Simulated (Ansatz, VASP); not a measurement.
# One calculation of C, two programs

```
C
1.0
     2.47100    0.00000    0.00000
    -1.23550    2.13995    0.00000
     0.00000    0.00000   26.00242
C
2
Direct
  0.66667 0.33333 0.50550
  0.33333 0.66667 0.49450
```

Alike in both runs: task single point; functional PBE; dispersion D3(BJ); k mesh 21 × 21 × 1; occupations gaussian, width 0.1 eV; no spin polarisation.

|  | VASP | Ansatz |
| --- | --- | --- |
| version | VASP 6.6.1 | Ansatz 0.2.0 |
| potentials or method | VASP PAW PBE potentials, release 64 (C), cutoff 520 eV | scalar-relativistic, plane waves, PAW |
| valence electrons in the cell | 8 | 8 |

Ansatz gave:

```
gap on the k mesh at the Fermi level (eV) : none
rms of the force components (eV/Å)        : 2.812
```

Question: What did VASP give for the same quantities?

Answer: gap on the k mesh at the Fermi level (eV): none; rms of the force components (eV/Å): 2.800.

Atom by atom the forces differ by 0.012 eV/Å (rms over components). A gap of «none» marks a metal or a gap that the smearing closes.
